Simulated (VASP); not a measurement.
A run of VASP 6.6.1 is set up as follows.

The input INCAR:

```
SYSTEM = Sr
PREC = Accurate ; ENCUT = 600
EDIFF = 1E-7 ; ISMEAR = 1
SIGMA = 0.1 ; LREAL = .False.
LASPH = .True. ; NELM = 60
ALGO = Normal ; ISIF = 8
LWAVE = .False. ; LCHARG = .False.
GGA = PS ; IBRION = 2
NSW = 80 ; EDIFFG = -0.01
```

KPOINTS

```
Automatic mesh
0
Gamma
  7 7 7
  0 0 0
```

File POSCAR:

```
Sr
1.0
    4.3025330000      0.0000000000      0.0000000000
    2.1512665000      3.7261028786      0.0000000000
    2.1512665000      1.2420342929      3.5130034838
Sr
1
Direct
    0.0000000000      0.0000000000      0.0000000000
```

Potentials or basis: VASP PAW PBE potentials, release 64 (Sr_sv).

Command:

```bash
$ cat potpaw_PBE.64/Sr_sv/POTCAR > POTCAR
$ mpirun -np 1 vasp_std > vasp.out
```

(1) What does it give for the relaxed cell?

(2) What does it give for the band gap on the k mesh?

Answers

(1) a = 4.179 Å, b = 4.179 Å, c = 4.179 Å, α = 60.00°, β = 60.00°, γ = 60.00°.

(2) 0.07 eV, indirect (least direct gap 0.31 eV).
